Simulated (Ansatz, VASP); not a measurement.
MnS: VASP beside Ansatz

Contents of INCAR:

```
PREC = Accurate ; ENCUT = 500
EDIFF = 1E-6 ; ISMEAR = 0
SIGMA = 0.05 ; LREAL = False
LASPH = True ; NELM = 200
ALGO = Normal ; ISIF = 2
LWAVE = False ; LCHARG = False
LNONCOLLINEAR = True ; MAGMOM = 0 0 5 0 0 0
LORBIT = 11 ; LSORBIT = True
GGA_COMPAT = False ; LORBMOM = True
LMAXMIX = 4 ; GGA = CA
NBANDS = 31
```

The input KPOINTS:

```
regular mesh
0
Gamma
  6 6 6
```

File POSCAR:

```
MnS
1.0
    0.0000000000      2.6122498900      2.6122498900
    2.6122498900      0.0000000000      2.6122498900
    2.6122498900      2.6122498900      0.0000000000
Mn S
1 1
Direct
    0.0000000000      0.0000000000      0.0000000000
    0.5000000000      0.5000000000      0.5000000000
```

Input for Ansatz:

```yaml
crystal:
  lattice:
    - [0.0, 2.61224989, 2.61224989]
    - [2.61224989, 0.0, 2.61224989]
    - [2.61224989, 2.61224989, 0.0]
  atoms:
    - { symbol: Mn, position: [0.0, 0.0, 0.0], spin: 5.0, spin_axis: [0.0, 0.0, 1.0] }
    - { symbol: S, position: [0.5, 0.5, 0.5] }
basis:
  ecutwfc: 420
  ecutrho_ratio: 4
kpoints:
  mp_grid: { grid: [6, 6, 6] }
hamiltonian:
  xc: lda
scf:
  occupations: { method: gaussian, width: 0.05 }
output:
  forces: true
  stress: true
  eigenvalues: true
  populations: true
  hubbard: { sites: [{ site: 0, l: d }] }
  write_density: true
  write_potential: true
  elf: true
  volumetric_format: npy
magnetization:
  noncollinear: true
  spin_orbit: true
```

Alike in both runs: task single point; functional LDA; k mesh 6 × 6 × 6; occupations gaussian, width 0.05 eV; non-collinear spin, spin-orbit coupling.

|  | VASP | Ansatz |
| --- | --- | --- |
| version | VASP 6.6.1 | Ansatz 0.2.0 |
| potentials or method | VASP PAW LDA potentials, release 64 (Mn_pv, S), cutoff 500 eV | plane waves, PAW |
| valence electrons in the cell | 19 | 21 |

|  | VASP | Ansatz | Ansatz less VASP |
| --- | --- | --- | --- |
| pressure (GPa) | -13.4 | -12.2 | +1.20 |
| net moment per atom (μB) | 2.23 | 2.28 | +0.053 |

LDA's correlation is that of Perdew and Zunger in VASP and of Perdew and Wang (1992) in Ansatz. VASP's potentials hold 19 valence electrons a cell and Ansatz's 21, so a difference there can come from the potentials and not from the codes. Ansatz's warnings: stress scf threshold loose.
